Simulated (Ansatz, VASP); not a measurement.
One calculation of BN, two programs

```
B N
1.0
     2.54443    0.00000    0.00000
    -1.27221    2.20354    0.00000
     0.00000    0.00000    4.21295
B N
2 2
Direct
  0.66667 0.33333 0.00000
  0.33333 0.66667 0.50000
  0.66667 0.33333 0.37500
  0.33333 0.66667 0.87500
```

Alike in both runs: task relaxation of cell and atoms; functional PBE; k mesh 16 × 16 × 8; occupations gaussian, width 0.05 eV; no spin polarisation.

|  | VASP | Ansatz |
| --- | --- | --- |
| version | VASP 6.6.1 | Ansatz 0.2.0 |
| potentials or method | VASP PAW PBE potentials, release 64 (B, N), cutoff 600 eV | scalar-relativistic, plane waves, PAW |
| valence electrons in the cell | 16 | 16 |

|  | VASP | Ansatz | Ansatz less VASP |
| --- | --- | --- | --- |
| gap on the k mesh at the Fermi level, each at its own relaxed structure (eV) | 5.29 | 5.30 | +0.019 |
| relaxed volume (Å³/atom) | 5.97 | 5.97 | -0.001 |
| relaxed cell length with the largest relative difference (Å) | 2.555 | 2.555 | -0.0001 |
